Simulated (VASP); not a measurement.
# Ag in VASP: further runs

The runs below take Ag through single point, relaxation of cell and atoms, with PBE.

All numbers are computed with VASP 6.6.1; they aren't measurements. Logs are shortened: lines on timing, memory, paths and dates and some standing lists are left out, and cuts for length are marked.

**1. The cell of the first run**

It takes space group P4/mmm (No. 123, tetragonal). The conventional cell has a = 2.163 Å, b = 2.163 Å, c = 4.548 Å, α = 90.00°, β = 90.00°, γ = 90.00°. Ag (site symmetry 4mm) has 6 Ag at 2.16 to 2.33 Å within 2.9 Å.

**2. Single point, PBE**

File INCAR:

```
SYSTEM = Ag
PREC     = Accurate       ! precision mode
ENCUT    = 520            ! plane-wave cutoff, eV
EDIFF    = 1E-6           ! SCF threshold, eV
ISMEAR   = 0              ! smearing method
SIGMA    = 0.1            ! smearing width, eV
LREAL    = .False.        ! projectors in reciprocal space
LASPH    = .True.         ! aspherical terms in the spheres
NELM     = 100            ! most SCF steps
ALGO     = Normal         ! electronic algorithm
ISIF     = 2              ! what is computed and relaxed
LWAVE    = .False.        ! write WAVECAR
LCHARG   = .False.        ! write CHGCAR
GGA      = PE             ! functional
NBANDS   = 18             ! bands
```

File KPOINTS:

```
regular mesh
0
Gamma
  8 8 4
  0 0 0
```

File POSCAR:

```
Ag
1.0
    2.1631890900      0.0000000000      0.0000000000
    0.0000000000      2.1631890900      0.0000000000
    0.0000000000      0.0000000000      4.5476753700
Ag
2
Direct
    0.5000000000      0.5000000000      0.2439761000
    0.5000000000      0.5000000000      0.7560239000
```

Potentials or basis: VASP PAW PBE potentials, release 64 (Ag).

Run with:

```sh
$ cat potpaw_PBE.64/Ag/POTCAR > POTCAR
$ mpirun -np 1 vasp_std > vasp.out
```

OUTCAR:

```text
SYSTEM = Ag
   PREC = Accurate
   ENCUT = 520
   EDIFF = 1E-6
   ISMEAR = 0
   LREAL = .False.
   LASPH = .True.
   NELM = 100
   ISIF = 2
   GGA = PE

 ion  position               nearest neighbor table
   1  0.500  0.500  0.244-   2 2.22   2 2.33   2 3.10   2 3.10   2 3.10   2 3.10   2 3.18   2 3.18
                             2 3.18   2 3.18
   2  0.500  0.500  0.756-   1 2.22   1 2.33   1 3.10   1 3.10   1 3.10   1 3.10   1 3.18   1 3.18
                             1 3.18   1 3.18

  LATTYP: Found a simple tetragonal cell.
 ALAT       =     2.1631890900
 C/A-ratio  =     2.1023013619

  Lattice vectors:

 A1 = (   2.1631890900,   0.0000000000,   0.0000000000)
 A2 = (   0.0000000000,   2.1631890900,   0.0000000000)
 A3 = (   0.0000000000,   0.0000000000,   4.5476753700)

Analysis of symmetry for initial positions (statically):
=====================================================================
 Subroutine PRICEL returns:
 Original cell was already a primitive cell.

 Routine SETGRP: Setting up the symmetry group for a
 simple tetragonal supercell.

 Subroutine GETGRP returns: Found 16 space group operations
 (whereof 16 operations were pure point group operations)
 out of a pool of 16 trial point group operations.

The static configuration has the point symmetry D_4h.

Analysis of symmetry for dynamics (positions and initial velocities):
=====================================================================
 Subroutine PRICEL returns:
 Original cell was already a primitive cell.

 Routine SETGRP: Setting up the symmetry group for a
 simple tetragonal supercell.

 Subroutine GETGRP returns: Found 16 space group operations
 (whereof 16 operations were pure point group operations)
 out of a pool of 16 trial point group operations.

The dynamic configuration has the point symmetry D_4h.

 Subroutine INISYM returns: Found 16 space group operations
 (whereof 16 operations are pure point group operations),
 and found     1 'primitive' translations

----------------------------------------------------------------------------------------

                                     Primitive cell

  volume of cell :      21.2803

  direct lattice vectors                    reciprocal lattice vectors
     2.163189090  0.000000000  0.000000000     0.462280438  0.000000000  0.000000000
     0.000000000  2.163189090  0.000000000     0.000000000  0.462280438  0.000000000
     0.000000000  0.000000000  4.547675370     0.000000000  0.000000000  0.219892565

  length of vectors
     2.163189090  2.163189090  4.547675370     0.462280438  0.462280438  0.219892565

  position of ions in fractional coordinates (direct lattice)
     0.500000000  0.500000000  0.243976100
     0.500000000  0.500000000  0.756023900

  ion indices of the primitive-cell ions
   primitive index   ion index
                 1           1
                 2           2

----------------------------------------------------------------------------------------

 KPOINTS: regular mesh

Automatic generation of k-mesh.
 Grid dimensions read from file:
 generate k-points for:    8    8    4

 Generating k-lattice:

  Cartesian coordinates                     Fractional coordinates (reciprocal lattice)
     0.057785055  0.000000000  0.000000000     0.125000000  0.000000000  0.000000000
     0.000000000  0.057785055  0.000000000     0.000000000  0.125000000  0.000000000
     0.000000000  0.000000000  0.054973141     0.000000000  0.000000000  0.250000000

  Length of vectors
     0.057785055  0.057785055  0.054973141

  Shift w.r.t. Gamma in fractional coordinates (k-lattice)
     0.000000000  0.000000000  0.000000000

 Subroutine IBZKPT returns following result:
 ===========================================

 Found     45 irreducible k-points:

 Following reciprocal coordinates:
            Coordinates               Weight
  0.000000  0.000000  0.000000      1.000000
  0.125000  0.000000  0.000000      4.000000
  0.250000  0.000000  0.000000      4.000000
  0.375000  0.000000  0.000000      4.000000
  0.500000  0.000000  0.000000      2.000000
  0.125000  0.125000  0.000000      4.000000
[... 16 lines left out ...]
  0.375000  0.125000  0.250000     16.000000
  0.500000  0.125000  0.250000      8.000000
 [... further k-points ...]
   k-points           NKPTS =     45   k-points in BZ     NKDIM =     45   number of bands    NBANDS=     18
   number of dos      NEDOS =    301   number of ions     NIONS =      2
   total plane-waves  NPLWV =   9216
   dimension x,y,z NGX =    16 NGY =   16 NGZ =   36
   dimension x,y,z NGXF=    32 NGYF=   32 NGZF=   72
   ions per type =               2
   NGX,Y,Z   is equivalent  to a cutoff of  12.30, 12.30, 13.16 a.u.
   NGXF,Y,Z  is equivalent  to a cutoff of  24.59, 24.59, 26.32 a.u.
 SYSTEM =  Ag
   PREC   = accura    normal or accurate (medium, high low for compatibility)
   ISTART =      0    job   : 0-new  1-cont  2-samecut
   ICHARG =      2    charge: 1-file 2-atom 10-const
   ISPIN  =      1    spin polarized calculation?
   LNONCOLLINEAR =      F non collinear calculations
   LSORBIT =      F    spin-orbit coupling
   LASPH  =      T    aspherical Exc in radial PAW
   ENCUT  =  520.0 eV  38.22 Ry    6.18 a.u.   4.02  4.02  8.46*2*pi/ulx,y,z
   NELM   =    100;   NELMIN=  2; NELMDL= -5     # of ELM steps
   EDIFF  = 0.1E-05   stopping-criterion for ELM
   LREAL  =      F    real-space projection
   EDIFFG = 0.1E-04   stopping-criterion for IOM
   NSW    =      0    number of steps for IOM
   IBRION =     -1    ionic relax: 0-MD 1-quasi-New 2-CG
   NFREE  =      0    steps in history (QN), initial steepest desc. (CG)
   ISIF   =      2    stress and relaxation
   ISYM   =      2    0-nonsym 1-usesym 2-fastsym
   POTIM  = 0.5000    time-step for ionic-motion
   TEBEG  =    0.0;   TEEND  =   0.0 temperature during run
   PSTRESS=    0.0 pullay stress
   NELECT =      22.0000    total number of electrons
   NUPDOWN=      -1.0000    fix difference up-down
   EMIN   =  10.00;   EMAX   =-10.00  energy-range for DOS
   EFERMI =   0.00;   METHOD = LEGACY
   ISMEAR =     0;   SIGMA  =   0.10  broadening in eV -4-tet -1-fermi 0-gaus
   EFERMI_NEDOS =   21; number of points for ismear=-14 and -15
   IALGO  =     38    algorithm
   IMIX   =      4    mixing-type and parameters
     AMIX     =   0.40;   BMIX     =  1.00
     AMIX_MAG =   1.60;   BMIX_MAG =  1.00
  volume/ion in A,a.u.               =      10.64        71.80
  Fermi-wavevector in a.u.,A,eV,Ry     =   1.655349  3.128156 37.282419  2.740180
  Thomas-Fermi vector in A             =   2.743460
   LORBIT       =      0    0 simple, 1 ext, 2 COOP (PROOUT), +10 PAW based schemes
   GGA     = PE    functional components
   LHFCALC =     F    Hartree Fock is set to
   AEXX    =    0.0000 exact exchange contribution
   IVDW    =     0    specifies the selected vdW correction
   LEPSILON=     F    determine dielectric tensor
   LRPA    =     F    only Hartree local field effects (RPA)
 non-spin polarized calculation
 Gauss-broadening in eV      SIGMA  =   0.10
  energy-cutoff  :      520.00
  volume of cell :       21.28
 maximum number of plane-waves:       600
   NGX =  9   NGY =  9   NGZ = 17

 number of electron      21.9999993 magnetization

 Free energy of the ion-electron system (eV)
  ---------------------------------------------------
  ext. energy  EPLUGINS =         0.00000000
  ---------------------------------------------------
  free energy    TOTEN  =         4.49947564 eV

  energy without entropy =        4.50359154  energy(sigma->0) =        4.50153359

 E-fermi :  17.0705     XC(G=0): -15.1325

 val. band max:       17.0131756393   @ k =   0.3750   0.2500   0.2500
 cond. band min:      17.0803206569   @ k =   0.5000   0.5000   0.0000
 fundamental gap:      0.0671450176
 Fermi energy:        17.0705193803

 k-point     1 :       0.0000    0.0000    0.0000
  band No.  band energies     occupation
      1       5.4153      2.00000
      2       5.6159      2.00000
      3       6.0723      2.00000
      4       6.3062      2.00000
      5       7.4615      2.00000
      6      11.7700      2.00000
[... 10 lines left out ...]
     17      36.8968      0.00000
     18      40.9334      0.00000

 k-point     2 :       0.1250    0.0000    0.0000
  band No.  band energies     occupation
      1       5.7736      2.00000
      2       6.1453      2.00000
      3       6.6415      2.00000
      4       6.7107      2.00000
      5       8.2738      2.00000
      6       9.7520      2.00000
[... 10 lines left out ...]
     17      37.9907      0.00000
     18      40.3090      0.00000

 k-point     3 :       0.2500    0.0000    0.0000
  band No.  band energies     occupation
      1       6.3055      2.00000
      2       6.8108      2.00000
      3       7.2673      2.00000
      4       7.4226      2.00000
      5       9.3242      2.00000
      6      10.9670      2.00000
[... 10 lines left out ...]
     17      38.3568      0.00000
     18      38.4451      0.00000

 k-point     4 :       0.3750    0.0000    0.0000
  band No.  band energies     occupation
      1       5.8414      2.00000
      2       6.7256      2.00000
      3       7.7256      2.00000
      4       7.7374      2.00000
      5      11.0721      2.00000
      6      11.7275      2.00000
[... 375 lines left out ...]
      4       8.0924      2.00000
      5       9.1471      2.00000
      6      10.6114      2.00000
[... 10 lines left out ...]
     17      36.7099      0.00000
     18      38.6227      0.00000

 k-point    23 :       0.3750    0.1250    0.2500
  band No.  band energies     occupation
      1       6.4737      2.00000
      2       7.7218      2.00000
      3       8.5382      2.00000
      4       8.5856      2.00000
      5       9.6539      2.00000
      6      10.6616      2.00000
[... 10 lines left out ...]
     17      37.1995      0.00000
     18      37.9762      0.00000

 k-point    24 :       0.5000    0.1250    0.2500
  band No.  band energies     occupation
      1       5.9740      2.00000
      2       7.9108      2.00000
      3       8.8209      2.00000
      4       8.9803      2.00000
      5       9.3480      2.00000
      6      10.1773      2.00000
[... 10 lines left out ...]
     17      35.7029      0.00000
     18      39.2828      0.00000

 [... further k-points ...]

------------------------ aborting loop because EDIFF is reached ----------------------------------------

  FORCE on cell =-STRESS in cart. coord.  units (eV):
  Direction    XX          YY          ZZ          XY          YZ          ZX
  --------------------------------------------------------------------------------------
  -------------------------------------------------------------------------------------
  Total       42.4161683     42.4161683     29.8747310      0.0000000      0.0000000      0.0000000
  in kB     3193.4755300   3193.4755300   2249.2418875      0.0000000      0.0000000      0.0000000
  external PRESSURE =    2878.7309825 kB  Pullay stress =       0.0000000 kB

 VOLUME and BASIS-vectors are now :
 -----------------------------------------------------------------------------
  energy-cutoff  :      520.00
  volume of cell :       21.28
      direct lattice vectors                 reciprocal lattice vectors
     2.163189090  0.000000000  0.000000000     0.462280438  0.000000000  0.000000000
     0.000000000  2.163189090  0.000000000     0.000000000  0.462280438  0.000000000
     0.000000000  0.000000000  4.547675370     0.000000000  0.000000000  0.219892565

 POSITION                                       TOTAL-FORCE (eV/Angst)
 -----------------------------------------------------------------------------------
      1.08159      1.08159      1.10952         0.000000      0.000000      2.805347
      1.08159      1.08159      3.43815         0.000000      0.000000     -2.805347
 -----------------------------------------------------------------------------------
    total drift:                                0.000000      0.000000      0.000000

  FREE ENERGIE OF THE ION-ELECTRON SYSTEM (eV)
  ---------------------------------------------------
  free  energy   TOTEN  =         4.4994756353 eV

  energy  without entropy=        4.5035915434  energy(sigma->0) =        4.50153359
```

Run time: 9.2 s. Hardware: 1 thread of Intel Xeon Platinum 8488C (Sapphire Rapids), shared host; peak memory 0.13 GiB.

Results:

```
Free energy            : 4.4995 eV
Pressure               : 287.9 GPa
Largest force          : 2.805 eV/Å
Band gap on the k mesh : zero (band 11 reaches 26.64 eV, above the bottom of band 12 at 13.41 eV)
```

Forces on the atoms (eV/Å):
```
Ag   0.000  0.000  2.805
Ag   0.000  0.000 -2.805
```

Stress tensor (GPa, compression positive):
```
319.35   0.00   0.00
  0.00 319.35   0.00
  0.00   0.00 224.92
```

Levels at points of the mesh, in eV from the Fermi level:
```csv
k point,band 7,band 8,band 9,band 10,band 11,band 12,band 13,band 14,band 15,band 16
"(0.00, 0.00, 0.00)",-5.30,-3.48,-2.80,-2.80,-2.42,-2.20,4.71,17.16,18.81,19.83
"(0.50, 0.00, 0.00)",-5.30,-4.66,-2.78,-2.45,-0.64,4.58,4.59,6.44,13.64,16.76
"(0.50, 0.50, 0.00)",-5.71,-0.55,0.01,0.15,5.43,5.43,8.63,13.85,14.21,14.41
"(0.00, 0.00, 0.50)",-4.36,-4.36,-3.94,-3.94,-2.33,-2.29,9.48,10.71,21.82,22.29
"(0.50, 0.00, 0.50)",-5.49,-5.43,-3.82,-3.43,1.11,1.50,6.02,6.17,16.51,17.40
"(0.50, 0.50, 0.50)",-5.31,-4.56,0.06,0.10,9.57,9.57,9.89,9.89,11.28,11.35
```

Caveat: the k points lie up to 0.36 Å⁻¹ apart; forces of over 1 eV/Å act on the atoms, so gaps and moduli don't describe the material at rest.

(Part 1 of 2 ends here.)
